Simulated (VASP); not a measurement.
# PtS2 (P-3m1) in VASP: notebook

Runs on PtS2. Level: PBE. Tasks: single point.

Program: VASP 6.6.1. These are calculated values, not measurements. Logs are shortened: lines on timing, memory, paths and dates and some standing lists are left out, and cuts for length are marked.

### 1 The cell of the first run

Symmetry: P-3m1, No. 164, trigonal system. Conventional cell: a = 3.274 Å, b = 3.274 Å, c = 6.513 Å, α = 90.00°, β = 90.00°, γ = 120.00°. Within 3.1 Å of Pt (site symmetry -3m) lie 6 S at 2.36 Å. S (site symmetry 3m) has 3 Pt at 2.36 Å within 3.1 Å.

### 2 Single point, PBE (20.15 Å³/atom)

Contents of INCAR:

```
ALGO = Normal
EDIFF = 1E-6
ENCUT = 520
GGA = PE
ISIF = 2
ISMEAR = 0
LASPH = T
LCHARG = F
LREAL = F
LWAVE = F
NBANDS = 18
NELM = 60
PREC = Accurate
SIGMA = 0.05
```

Contents of KPOINTS:

```
k-points
0
Gamma
  12 12 6
```

Contents of POSCAR:

```
PtS2
1.0
    3.2738211094      0.0000000000      0.0000000000
   -1.6369105547      2.8352122482      0.0000000000
    0.0000000000      0.0000000000      6.5132670971
Pt S
1 2
Direct
    0.0000000000      0.0000000000      0.0000000000
    0.3333333333      0.6666666667      0.2167779411
    0.6666666667      0.3333333333      0.7832220589
```

Potentials or basis: VASP PAW PBE potentials, release 64 (Pt, S).

Launch:

```console
cat potpaw_PBE.64/Pt/POTCAR potpaw_PBE.64/S/POTCAR > POTCAR
mpirun -np 1 vasp_std > vasp.out
```

OUTCAR:

```text
EDIFF = 1E-6
   ENCUT = 520
   GGA = PE
   ISIF = 2
   ISMEAR = 0
   LASPH = T
   LREAL = F
   NELM = 60
   PREC = Accurate

 ion  position               nearest neighbor table
   1  0.000  0.000  0.000-   2 2.36   3 2.36   3 2.36   2 2.36   3 2.36   2 2.36
   2  0.333  0.667  0.217-   1 2.36   1 2.36   1 2.36
   3  0.667  0.333  0.783-   1 2.36   1 2.36   1 2.36

  LATTYP: Found a hexagonal cell.
 ALAT       =     3.2738211094
 C/A-ratio  =     1.9895000000

  Lattice vectors:

 A1 = (   3.2738211094,   0.0000000000,   0.0000000000)
 A2 = (  -1.6369105547,   2.8352122482,   0.0000000000)
 A3 = (   0.0000000000,   0.0000000000,   6.5132670971)

Analysis of symmetry for initial positions (statically):
=====================================================================
 Subroutine PRICEL returns:
 Original cell was already a primitive cell.

 Routine SETGRP: Setting up the symmetry group for a
 hexagonal supercell.

 Subroutine GETGRP returns: Found 12 space group operations
 (whereof 12 operations were pure point group operations)
 out of a pool of 24 trial point group operations.

The static configuration has the point symmetry D_3d.

Analysis of symmetry for dynamics (positions and initial velocities):
=====================================================================
 Subroutine PRICEL returns:
 Original cell was already a primitive cell.

 Routine SETGRP: Setting up the symmetry group for a
 hexagonal supercell.

 Subroutine GETGRP returns: Found 12 space group operations
 (whereof 12 operations were pure point group operations)
 out of a pool of 24 trial point group operations.

The dynamic configuration has the point symmetry D_3d.

 Subroutine INISYM returns: Found 12 space group operations
 (whereof 12 operations are pure point group operations),
 and found     1 'primitive' translations

----------------------------------------------------------------------------------------

                                     Primitive cell

  volume of cell :      60.4560

  direct lattice vectors                    reciprocal lattice vectors
     3.273821109  0.000000000  0.000000000     0.305453464  0.176353640  0.000000000
    -1.636910555  2.835212248  0.000000000     0.000000000  0.352707280  0.000000000
     0.000000000  0.000000000  6.513267097     0.000000000  0.000000000  0.153532779

  length of vectors
     3.273821109  3.273821109  6.513267097     0.352707280  0.352707280  0.153532779

  position of ions in fractional coordinates (direct lattice)
     0.000000000  0.000000000  0.000000000
     0.333333333  0.666666667  0.216777941
     0.666666667  0.333333333  0.783222059

  ion indices of the primitive-cell ions
   primitive index   ion index
                 1           1
                 2           2
                 3           3

----------------------------------------------------------------------------------------

 KPOINTS: k-points

Automatic generation of k-mesh.
 Grid dimensions read from file:
 generate k-points for:   12   12    6

 Generating k-lattice:

  Cartesian coordinates                     Fractional coordinates (reciprocal lattice)
     0.025454455  0.014696137  0.000000000     0.083333333  0.000000000  0.000000000
     0.000000000  0.029392273  0.000000000     0.000000000  0.083333333  0.000000000
     0.000000000  0.000000000  0.025588797     0.000000000  0.000000000  0.166666667

  Length of vectors
     0.029392273  0.029392273  0.025588797

  Shift w.r.t. Gamma in fractional coordinates (k-lattice)
     0.000000000  0.000000000  0.000000000

 Subroutine IBZKPT returns following result:
 ===========================================

 Found    100 irreducible k-points:

 Following reciprocal coordinates:
            Coordinates               Weight
  0.000000  0.000000  0.000000      1.000000
  0.083333  0.000000  0.000000      6.000000
  0.166667  0.000000  0.000000      6.000000
  0.250000  0.000000  0.000000      6.000000
  0.333333  0.000000  0.000000      6.000000
  0.416667  0.000000  0.000000      6.000000
[... 16 lines left out ...]
  0.166667  0.000000  0.166667      6.000000
  0.000000  0.166667  0.166667      6.000000
 [... further k-points ...]
   k-points           NKPTS =    100   k-points in BZ     NKDIM =    100   number of bands    NBANDS=     18
   number of dos      NEDOS =    301   number of ions     NIONS =      3
   total plane-waves  NPLWV =  27648
   dimension x,y,z NGX =    24 NGY =   24 NGZ =   48
   dimension x,y,z NGXF=    48 NGYF=   48 NGZF=   96
   ions per type =               1   2
   NGX,Y,Z   is equivalent  to a cutoff of  12.19, 12.19, 12.25 a.u.
   NGXF,Y,Z  is equivalent  to a cutoff of  24.37, 24.37, 24.50 a.u.
 SYSTEM =  unknown system
   PREC   = accura    normal or accurate (medium, high low for compatibility)
   ISTART =      0    job   : 0-new  1-cont  2-samecut
   ICHARG =      2    charge: 1-file 2-atom 10-const
   ISPIN  =      1    spin polarized calculation?
   LNONCOLLINEAR =      F non collinear calculations
   LSORBIT =      F    spin-orbit coupling
   LASPH  =      T    aspherical Exc in radial PAW
   ENCUT  =  520.0 eV  38.22 Ry    6.18 a.u.   6.09  6.09 12.11*2*pi/ulx,y,z
   NELM   =     60;   NELMIN=  2; NELMDL= -5     # of ELM steps
   EDIFF  = 0.1E-05   stopping-criterion for ELM
   LREAL  =      F    real-space projection
   EDIFFG = 0.1E-04   stopping-criterion for IOM
   NSW    =      0    number of steps for IOM
   IBRION =     -1    ionic relax: 0-MD 1-quasi-New 2-CG
   NFREE  =      0    steps in history (QN), initial steepest desc. (CG)
   ISIF   =      2    stress and relaxation
   ISYM   =      2    0-nonsym 1-usesym 2-fastsym
   POTIM  = 0.5000    time-step for ionic-motion
   TEBEG  =    0.0;   TEEND  =   0.0 temperature during run
   PSTRESS=    0.0 pullay stress
   NELECT =      22.0000    total number of electrons
   NUPDOWN=      -1.0000    fix difference up-down
   EMIN   =  10.00;   EMAX   =-10.00  energy-range for DOS
   EFERMI =   0.00;   METHOD = LEGACY
   ISMEAR =     0;   SIGMA  =   0.05  broadening in eV -4-tet -1-fermi 0-gaus
   EFERMI_NEDOS =   21; number of points for ismear=-14 and -15
   IALGO  =     38    algorithm
   IMIX   =      4    mixing-type and parameters
     AMIX     =   0.40;   BMIX     =  1.00
     AMIX_MAG =   1.60;   BMIX_MAG =  1.00
  volume/ion in A,a.u.               =      20.15       135.99
  Fermi-wavevector in a.u.,A,eV,Ry     =   1.168788  2.208690 18.586463  1.366067
  Thomas-Fermi vector in A             =   2.305270
   LORBIT       =      0    0 simple, 1 ext, 2 COOP (PROOUT), +10 PAW based schemes
   GGA     = PE    functional components
   LHFCALC =     F    Hartree Fock is set to
   AEXX    =    0.0000 exact exchange contribution
   IVDW    =     0    specifies the selected vdW correction
   LEPSILON=     F    determine dielectric tensor
   LRPA    =     F    only Hartree local field effects (RPA)
 non-spin polarized calculation
 Gauss-broadening in eV      SIGMA  =   0.05
  energy-cutoff  :      520.00
  volume of cell :       60.46
 maximum number of plane-waves:      1654
   NGX = 13   NGY = 13   NGZ = 25

 number of electron      21.9999998 magnetization

 Free energy of the ion-electron system (eV)
  ---------------------------------------------------
  ext. energy  EPLUGINS =         0.00000000
  ---------------------------------------------------
  free energy    TOTEN  =       -14.88601450 eV

  energy without entropy =      -14.88601450  energy(sigma->0) =      -14.88601450

 E-fermi :   5.5233     XC(G=0):  -9.8710

 val. band max:        5.2297139968   @ k =   0.0000   0.1667   0.3333
 cond. band min:       6.2507609557   @ k =   0.2500   0.2500   0.0000
 fundamental gap:      1.0210469589
 Fermi energy:         5.5232601238

 k-point     1 :       0.0000    0.0000    0.0000
  band No.  band energies     occupation
      1      -9.7320      2.00000
      2      -7.7849      2.00000
      3      -1.5771      2.00000
      4      -0.4865      2.00000
      5      -0.4865      2.00000
      6       1.7952      2.00000
[... 10 lines left out ...]
     17      14.6745      0.00000
     18      15.1182      0.00000

 k-point     2 :       0.0833    0.0000    0.0000
  band No.  band energies     occupation
      1      -9.6233      2.00000
      2      -7.7714      2.00000
      3      -1.4602      2.00000
      4      -0.5624      2.00000
      5      -0.4327      2.00000
      6       1.6426      2.00000
[... 10 lines left out ...]
     17      15.0135      0.00000
     18      15.1350      0.00000

 k-point     3 :       0.1667    0.0000    0.0000
  band No.  band energies     occupation
      1      -9.3100      2.00000
      2      -7.7345      2.00000
      3      -1.1434      2.00000
      4      -0.6860      2.00000
      5      -0.3087      2.00000
      6       1.1190      2.00000
[... 10 lines left out ...]
     17      14.8582      0.00000
     18      15.8550      0.00000

 k-point     4 :       0.2500    0.0000    0.0000
  band No.  band energies     occupation
      1      -8.8360      2.00000
      2      -7.6788      2.00000
      3      -0.9558      2.00000
      4      -0.4421      2.00000
      5      -0.2182      2.00000
      6       0.2438      2.00000
[... 10 lines left out ...]
     17      15.0080      0.00000
     18      16.0194      0.00000

 k-point     5 :       0.3333    0.0000    0.0000
  band No.  band energies     occupation
      1      -8.3095      2.00000
      2      -7.5842      2.00000
      3      -1.1736      2.00000
      4      -0.4527      2.00000
      5      -0.2323      2.00000
      6       0.1626      2.00000
[... 10 lines left out ...]
     17      15.0195      0.00000
     18      15.3925      0.00000

 k-point     6 :       0.4167    0.0000    0.0000
  band No.  band energies     occupation
      1      -7.9666      2.00000
      2      -7.3713      2.00000
      3      -1.8650      2.00000
      4      -0.3154      2.00000
      5      -0.2934      2.00000
      6       0.5227      2.00000
[... 10 lines left out ...]
     17      14.2567      0.00000
     18      15.0300      0.00000

 k-point     7 :       0.5000    0.0000    0.0000
  band No.  band energies     occupation
      1      -7.8870      2.00000
      2      -7.2112      2.00000
      3      -2.1919      2.00000
      4      -0.3227      2.00000
      5      -0.0529      2.00000
      6       0.4228      2.00000
[... 10 lines left out ...]
     17      13.8689      0.00000
     18      14.8373      0.00000

 k-point     8 :       0.0833    0.0833    0.0000
  band No.  band energies     occupation
      1      -9.4121      2.00000
      2      -7.7464      2.00000
      3      -1.2353      2.00000
      4      -0.6698      2.00000
      5      -0.3474      2.00000
      6       1.4197      2.00000
[... 10 lines left out ...]
     17      15.0541      0.00000
     18      15.4904      0.00000
[... 229 lines left out ...]
     17      15.5426      0.00000
     18      15.7627      0.00000

 k-point    20 :       0.0000    0.0000    0.1667
  band No.  band energies     occupation
      1      -9.7198      2.00000
      2      -7.8132      2.00000
      3      -1.5035      2.00000
      4      -0.4863      2.00000
      5      -0.4863      2.00000
      6       1.7950      2.00000
[... 10 lines left out ...]
     17      14.6726      0.00000
     18      14.8190      0.00000

 k-point    21 :       0.0833    0.0000    0.1667
  band No.  band energies     occupation
      1      -9.6111      2.00000
      2      -7.7987      2.00000
      3      -1.3873      2.00000
      4      -0.5701      2.00000
      5      -0.4320      2.00000
      6       1.6409      2.00000
[... 10 lines left out ...]
     17      14.9273      0.00000
     18      14.9865      0.00000

 k-point    22 :       0.0000    0.0833    0.1667
  band No.  band energies     occupation
      1      -9.6113      2.00000
      2      -7.7982      2.00000
      3      -1.3918      2.00000
      4      -0.5649      2.00000
      5      -0.4331      2.00000
      6       1.6409      2.00000
[... 10 lines left out ...]
     17      14.8659      0.00000
     18      15.0358      0.00000

 k-point    23 :       0.1667    0.0000    0.1667
  band No.  band energies     occupation
      1      -9.2971      2.00000
      2      -7.7597      2.00000
      3      -1.0548      2.00000
      4      -0.7265      2.00000
      5      -0.3075      2.00000
      6       1.1188      2.00000
[... 10 lines left out ...]
     17      15.1236      0.00000
     18      15.8014      0.00000

 k-point    24 :       0.0000    0.1667    0.1667
  band No.  band energies     occupation
      1      -9.2988      2.00000
      2      -7.7558      2.00000
      3      -1.1212      2.00000
      4      -0.6593      2.00000
      5      -0.3099      2.00000
      6       1.1120      2.00000
[... 10 lines left out ...]
     17      14.4765      0.00000
     18      15.9064      0.00000

 [... further k-points ...]

------------------------ aborting loop because EDIFF is reached ----------------------------------------

  FORCE on cell =-STRESS in cart. coord.  units (eV):
  Direction    XX          YY          ZZ          XY          YZ          ZX
  --------------------------------------------------------------------------------------
  -------------------------------------------------------------------------------------
  Total        6.3430073      6.3430073      0.0610270      0.0000000      0.0000000      0.0000000
  in kB      168.0994851    168.0994851      1.6173103      0.0000000      0.0000000      0.0000000
  external PRESSURE =     112.6054268 kB  Pullay stress =       0.0000000 kB

 VOLUME and BASIS-vectors are now :
 -----------------------------------------------------------------------------
  energy-cutoff  :      520.00
  volume of cell :       60.46
      direct lattice vectors                 reciprocal lattice vectors
     3.273821109  0.000000000  0.000000000     0.305453464  0.176353640  0.000000000
    -1.636910555  2.835212248  0.000000000     0.000000000  0.352707280  0.000000000
     0.000000000  0.000000000  6.513267097     0.000000000  0.000000000  0.153532779

 POSITION                                       TOTAL-FORCE (eV/Angst)
 -----------------------------------------------------------------------------------
      0.00000      0.00000      0.00000         0.000000      0.000000      0.000000
     -0.00000      1.89014      1.41193         0.000000     -0.000000     -0.043466
      1.63691      0.94507      5.10133        -0.000000      0.000000      0.043466
 -----------------------------------------------------------------------------------
    total drift:                               -0.000000      0.000000     -0.000000

  FREE ENERGIE OF THE ION-ELECTRON SYSTEM (eV)
  ---------------------------------------------------
  free  energy   TOTEN  =       -14.8860145039 eV

  energy  without entropy=      -14.8860145039  energy(sigma->0) =      -14.88601450
```

Wall time 50 s (1 thread of AMD EPYC 9R45 (Zen 5), shared host); peak memory 0.21 GiB.

Results:

| Property | Result |
| --- | --- |
| Free energy | -14.8860 eV |
| Pressure | 11.3 GPa |
| Largest force | 0.043 eV/Å |
| Band gap on the k mesh | 1.02 eV (least direct gap 1.43 eV) |

Forces on the atoms (eV/Å):
```
Pt   0.000  0.000  0.000
S    0.000  0.000 -0.043
S    0.000  0.000  0.043
```

Caveat: the cell stands under pressure; spin-orbit coupling is left out, which moves the levels of the heavy elements; this functional lacks dispersion, which binds the layers, so the pressure and a relaxed spacing across them are unreliable.

(Continued in part 2 of 2.)
